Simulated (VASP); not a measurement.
# SnS (Pnma) in VASP: relaxation of cell and atoms with LDA

Aim: the relaxation of cell and atoms of SnS with LDA.

Everything below comes from runs of VASP 6.6.1. Logs are shortened: lines on timing, memory, paths and dates and some standing lists are left out, and cuts for length are marked.

## 1. The cell of the first run

Symmetry: Pnma, No. 62, orthorhombic system. The conventional cell has a = 11.200 Å, b = 3.987 Å, c = 4.334 Å, α = 90.00°, β = 90.00°, γ = 90.00°. Sn (site symmetry m) has 6 S at 2.63 to 3.39 Å and 2 Sn at 3.49 Å within 3.5 Å. S (site symmetry m) has 6 Sn at 2.63 to 3.39 Å within 3.5 Å.

## 2. Relaxation of cell and atoms, LDA

INCAR

```
SYSTEM = SnS
PREC     = Accurate       ! precision mode
ENCUT    = 500            ! plane-wave cutoff, eV
EDIFF    = 1E-7           ! SCF threshold, eV
ISMEAR   = 0              ! smearing method
SIGMA    = 0.01           ! smearing width, eV
LREAL    = .False.        ! projectors in reciprocal space
LASPH    = .True.         ! aspherical terms in the spheres
NELM     = 120            ! most SCF steps
ALGO     = Normal         ! electronic algorithm
ISIF     = 3              ! what is computed and relaxed
LWAVE    = .False.        ! write WAVECAR
LCHARG   = .False.        ! write CHGCAR
IBRION   = 2              ! ionic algorithm
NSW      = 80             ! ionic steps
EDIFFG   = -0.03          ! ionic threshold
GGA_COMPAT= .False.      
NELMIN   = 4
```

KPOINTS

```
regular mesh
0
Gamma
  2 5 5
  0 0 0
```

POSCAR

```
SnS
1.0
   11.2000000000      0.0000000000      0.0000000000
    0.0000000000      3.9870000000      0.0000000000
    0.0000000000      0.0000000000      4.3340000000
Sn S
4 4
Direct
    0.1194000000      0.2500000000      0.1198000000
    0.3806000000      0.7500000000      0.6198000000
    0.6194000000      0.2500000000      0.3802000000
    0.8806000000      0.7500000000      0.8802000000
    0.8508000000      0.2500000000      0.4793000000
    0.1492000000      0.7500000000      0.5207000000
    0.3508000000      0.2500000000      0.0207000000
    0.6492000000      0.7500000000      0.9793000000
```

Potentials or basis: VASP PAW LDA potentials, release 64 (Sn_d, S).

Started as:

```bash
$ cat potpaw_LDA.64/Sn_d/POTCAR potpaw_LDA.64/S/POTCAR > POTCAR
$ mpirun -np 1 vasp_std > vasp.out
```

OUTCAR:

```text
SYSTEM = SnS
   PREC = Accurate
   ENCUT = 500
   EDIFF = 1E-7
   ISMEAR = 0
   LREAL = .False.
   LASPH = .True.
   NELM = 120
   ISIF = 3
   IBRION = 2
   NSW = 80
   EDIFFG = -0.03
   NELMIN = 4

 ion  position               nearest neighbor table
   1  0.119  0.250  0.120-   7 2.63   6 2.67   6 2.67   4 3.49   4 3.49
   2  0.381  0.750  0.620-   6 2.63   7 2.67   7 2.67   3 3.49   3 3.49
   3  0.619  0.250  0.380-   5 2.63   8 2.67   8 2.67   2 3.49   2 3.49
   4  0.881  0.750  0.880-   8 2.63   5 2.67   5 2.67   1 3.49   1 3.49
   5  0.851  0.250  0.479-   3 2.63   4 2.67   4 2.67
   6  0.149  0.750  0.521-   2 2.63   1 2.67   1 2.67
   7  0.351  0.250  0.021-   1 2.63   2 2.67   2 2.67
   8  0.649  0.750  0.979-   4 2.63   3 2.67   3 2.67

  LATTYP: Found a simple orthorhombic cell.
 ALAT       =     3.9870000000
 B/A-ratio  =     1.0870328568
 C/A-ratio  =     2.8091296714

  Lattice vectors:

 A1 = (   0.0000000000,   3.9870000000,   0.0000000000)
 A2 = (   0.0000000000,   0.0000000000,   4.3340000000)
 A3 = (  11.2000000000,   0.0000000000,   0.0000000000)

Analysis of symmetry for initial positions (statically):
=====================================================================
 Subroutine PRICEL returns:
 Original cell was already a primitive cell.

 Routine SETGRP: Setting up the symmetry group for a
 simple orthorhombic supercell.

 Subroutine GETGRP returns: Found  8 space group operations
 (whereof  2 operations were pure point group operations)
 out of a pool of  8 trial point group operations.

The static configuration has the point symmetry S_2 .
 The point group associated with its full space group is D_2h.

Analysis of symmetry for dynamics (positions and initial velocities):
=====================================================================
 Subroutine PRICEL returns:
 Original cell was already a primitive cell.

 Routine SETGRP: Setting up the symmetry group for a
 simple orthorhombic supercell.

 Subroutine GETGRP returns: Found  8 space group operations
 (whereof  2 operations were pure point group operations)
 out of a pool of  8 trial point group operations.

The dynamic configuration has the point symmetry S_2 .
 The point group associated with its full space group is D_2h.

 Subroutine INISYM returns: Found  8 space group operations
 (whereof  2 operations are pure point group operations),
 and found     1 'primitive' translations

----------------------------------------------------------------------------------------

                                     Primitive cell

  volume of cell :     193.5322

  direct lattice vectors                    reciprocal lattice vectors
    11.200000000  0.000000000  0.000000000     0.089285714  0.000000000  0.000000000
     0.000000000  3.987000000  0.000000000     0.000000000  0.250815149  0.000000000
     0.000000000  0.000000000  4.334000000     0.000000000  0.000000000  0.230733733

  length of vectors
    11.200000000  3.987000000  4.334000000     0.089285714  0.250815149  0.230733733

  position of ions in fractional coordinates (direct lattice)
     0.119400000  0.250000000  0.119800000
     0.380600000  0.750000000  0.619800000
     0.619400000  0.250000000  0.380200000
     0.880600000  0.750000000  0.880200000
     0.850800000  0.250000000  0.479300000
     0.149200000  0.750000000  0.520700000
     0.350800000  0.250000000  0.020700000
     0.649200000  0.750000000  0.979300000

  ion indices of the primitive-cell ions
   primitive index   ion index
                 1           1
                 2           2
                 3           3
                 4           4
                 5           5
                 6           6
                 7           7
                 8           8

----------------------------------------------------------------------------------------

 KPOINTS: regular mesh

Automatic generation of k-mesh.
 Grid dimensions read from file:
 generate k-points for:    2    5    5

 Generating k-lattice:

  Cartesian coordinates                     Fractional coordinates (reciprocal lattice)
     0.044642857  0.000000000  0.000000000     0.500000000  0.000000000  0.000000000
     0.000000000  0.050163030  0.000000000     0.000000000  0.200000000  0.000000000
     0.000000000  0.000000000  0.046146747     0.000000000  0.000000000  0.200000000

  Length of vectors
     0.044642857  0.050163030  0.046146747

  Shift w.r.t. Gamma in fractional coordinates (k-lattice)
     0.000000000  0.000000000  0.000000000

 Subroutine IBZKPT returns following result:
 ===========================================

 Found     18 irreducible k-points:

 Following reciprocal coordinates:
            Coordinates               Weight
  0.000000  0.000000  0.000000      1.000000
  0.500000  0.000000  0.000000      1.000000
  0.000000  0.200000  0.000000      2.000000
  0.500000  0.200000  0.000000      2.000000
  0.000000  0.400000  0.000000      2.000000
  0.500000  0.400000  0.000000      2.000000
[... 10 lines left out ...]
  0.000000  0.400000  0.400000      4.000000
  0.500000  0.400000  0.400000      4.000000
   k-points           NKPTS =     18   k-points in BZ     NKDIM =     18   number of bands    NBANDS=     48
   number of dos      NEDOS =    301   number of ions     NIONS =      8
   total plane-waves  NPLWV =  80640
   dimension x,y,z NGX =    84 NGY =   30 NGZ =   32
   dimension x,y,z NGXF=   168 NGYF=   60 NGZF=   64
   ions per type =               4   4
   NGX,Y,Z   is equivalent  to a cutoff of  12.47, 12.51, 12.27 a.u.
   NGXF,Y,Z  is equivalent  to a cutoff of  24.94, 25.02, 24.55 a.u.
 SYSTEM =  SnS
   PREC   = accura    normal or accurate (medium, high low for compatibility)
   ISTART =      0    job   : 0-new  1-cont  2-samecut
   ICHARG =      2    charge: 1-file 2-atom 10-const
   ISPIN  =      1    spin polarized calculation?
   LNONCOLLINEAR =      F non collinear calculations
   LSORBIT =      F    spin-orbit coupling
   LASPH  =      T    aspherical Exc in radial PAW
   ENCUT  =  500.0 eV  36.75 Ry    6.06 a.u.  20.42  7.27  7.90*2*pi/ulx,y,z
   NELM   =    120;   NELMIN=  4; NELMDL= -5     # of ELM steps
   EDIFF  = 0.1E-06   stopping-criterion for ELM
   LREAL  =      F    real-space projection
   EDIFFG = -.3E-01   stopping-criterion for IOM
   NSW    =     80    number of steps for IOM
   IBRION =      2    ionic relax: 0-MD 1-quasi-New 2-CG
   NFREE  =      1    steps in history (QN), initial steepest desc. (CG)
   ISIF   =      3    stress and relaxation
   ISYM   =      2    0-nonsym 1-usesym 2-fastsym
   POTIM  = 0.5000    time-step for ionic-motion
   TEBEG  =    0.0;   TEEND  =   0.0 temperature during run
   PSTRESS=    0.0 pullay stress
   NELECT =      80.0000    total number of electrons
   NUPDOWN=      -1.0000    fix difference up-down
   EMIN   =  10.00;   EMAX   =-10.00  energy-range for DOS
   EFERMI =   0.00;   METHOD = LEGACY
   ISMEAR =     0;   SIGMA  =   0.01  broadening in eV -4-tet -1-fermi 0-gaus
   EFERMI_NEDOS =   21; number of points for ismear=-14 and -15
   IALGO  =     38    algorithm
   IMIX   =      4    mixing-type and parameters
     AMIX     =   0.40;   BMIX     =  1.00
     AMIX_MAG =   1.60;   BMIX_MAG =  1.00
  volume/ion in A,a.u.               =      24.19       163.25
  Fermi-wavevector in a.u.,A,eV,Ry     =   1.219515  2.304549 20.234810  1.487217
  Thomas-Fermi vector in A             =   2.354764
   LORBIT       =      0    0 simple, 1 ext, 2 COOP (PROOUT), +10 PAW based schemes
   GGA     = CA    functional components
   LHFCALC =     F    Hartree Fock is set to
   AEXX    =    0.0000 exact exchange contribution
   IVDW    =     0    specifies the selected vdW correction
   LEPSILON=     F    determine dielectric tensor
   LRPA    =     F    only Hartree local field effects (RPA)
 conjugate gradient relaxation of ions
 non-spin polarized calculation
 Gauss-broadening in eV      SIGMA  =   0.01
  energy-cutoff  :      500.00
  volume of cell :      193.53
 maximum number of plane-waves:      4943
 NGX is ok and might be reduce to    84
   NGX = 41   NGY = 15   NGZ = 15

--------------------------------------- Ionic step        1  -------------------------------------------

 number of electron      80.0000033 magnetization

 Free energy of the ion-electron system (eV)
  ---------------------------------------------------
  ext. energy  EPLUGINS =         0.00000000
  ---------------------------------------------------
  free energy    TOTEN  =       -40.39848087 eV

  energy without entropy =      -40.39848087  energy(sigma->0) =      -40.39848087

------------------------ aborting loop because EDIFF is reached ----------------------------------------

  FORCE on cell =-STRESS in cart. coord.  units (eV):
  Direction    XX          YY          ZZ          XY          YZ          ZX
  --------------------------------------------------------------------------------------
  -------------------------------------------------------------------------------------
  Total       -2.5773233     -2.9526585     -2.9892417      0.0000000      0.0000000      0.0000000
  in kB      -21.3366537    -24.4439078    -24.7467659      0.0000000      0.0000000      0.0000000
  external PRESSURE =     -23.5091092 kB  Pullay stress =       0.0000000 kB
[... 279 lines left out ...]
  energy  without entropy=      -40.4810520380  energy(sigma->0) =      -40.48105204

--------------------------------------- Ionic step        8  -------------------------------------------

 number of electron      80.0000005 magnetization

 Free energy of the ion-electron system (eV)
  ---------------------------------------------------
  ext. energy  EPLUGINS =         0.00000000
  ---------------------------------------------------
  free energy    TOTEN  =       -40.48206241 eV

  energy without entropy =      -40.48206241  energy(sigma->0) =      -40.48206241

 E-fermi :   6.8996     XC(G=0): -10.4570

 val. band max:        6.8291722762   @ k =   0.0000   0.0000   0.4000
 cond. band min:       7.4230943940   @ k =   0.0000   0.0000   0.0000
 fundamental gap:      0.5939221178
 Fermi energy:         6.8995713931

 k-point     1 :       0.0000    0.0000    0.0000
  band No.  band energies     occupation
      1     -14.5157      2.00000
      2     -14.4864      2.00000
      3     -14.4829      2.00000
      4     -14.4715      2.00000
      5     -14.4708      2.00000
      6     -14.4671      2.00000
[... 942 lines left out ...]
  FREE ENERGIE OF THE ION-ELECTRON SYSTEM (eV)
  ---------------------------------------------------
  free  energy   TOTEN  =       -40.4820624123 eV

  energy  without entropy=      -40.4820624123  energy(sigma->0) =      -40.48206241

 reached required accuracy - stopping structural energy minimisation
```

It took 6.2 min on 1 thread of Intel Xeon 6975P-C (Granite Rapids), shared host; peak memory 0.29 GiB.

Results:

```
Free energy                           : -40.4821 eV
Relaxed volume                        : 22.74 Å³/atom
Relaxed cell                          : a = 10.968 Å, b = 3.937 Å, c = 4.213 Å, α = 90.00°, β = 90.00°, γ = 90.00°
Space group after relaxing (to 0.1 Å) : Pnma (No. 62)
Energy gained by relaxing             : 10.4 meV/atom
Ionic steps                           : 8
Pressure after relaxing               : 0.1 GPa
Largest force after relaxing          : 0.017 eV/Å
Band gap on the k mesh                : 0.59 eV (least direct gap 1.01 eV)
```

Forces on the atoms (eV/Å):
```
Sn   0.016  0.000 -0.006
Sn  -0.016  0.000 -0.006
Sn   0.016  0.000  0.006
Sn  -0.016  0.000  0.006
S    0.015  0.000  0.002
S   -0.015  0.000 -0.002
S    0.015  0.000 -0.002
S   -0.015  0.000  0.002
```

Step by step:
| step | energy change (eV) | largest force (eV/Å) | pressure (GPa) | volume (Å³) |
| --- | --- | --- | --- | --- |
| 1 | 0.0000 | 0.0561 | -2.35 | 193.53 |
| 2 | -0.0459 | 0.3166 | 0.96 | 183.76 |
| 3 | -0.0543 | 0.2087 | -0.04 | 186.43 |
| 4 | -0.0655 | 0.1561 | -0.04 | 185.45 |
| 5 | -0.0783 | 0.0551 | 0.08 | 182.52 |
| 6 | -0.0824 | 0.0561 | -0.06 | 182.08 |
| 7 | -0.0826 | 0.0485 | -0.04 | 182.16 |
| 8 | -0.0836 | 0.0169 | 0.10 | 181.92 |

Final structure:
```
Sn S
1.0
    10.96774    0.00000    0.00000
     0.00000    3.93707    0.00000
     0.00000    0.00000    4.21306
Sn S
4 4
Direct
  0.11659 0.25000 0.11417
  0.38341 0.75000 0.61417
  0.61659 0.25000 0.38583
  0.88341 0.75000 0.88583
  0.85306 0.25000 0.47411
  0.14694 0.75000 0.52589
  0.35306 0.25000 0.02589
  0.64694 0.75000 0.97411
```

Caveat: semilocal functionals underestimate gaps, and a narrow one can read as zero; spin-orbit coupling is left out, which moves the levels of the heavy elements.
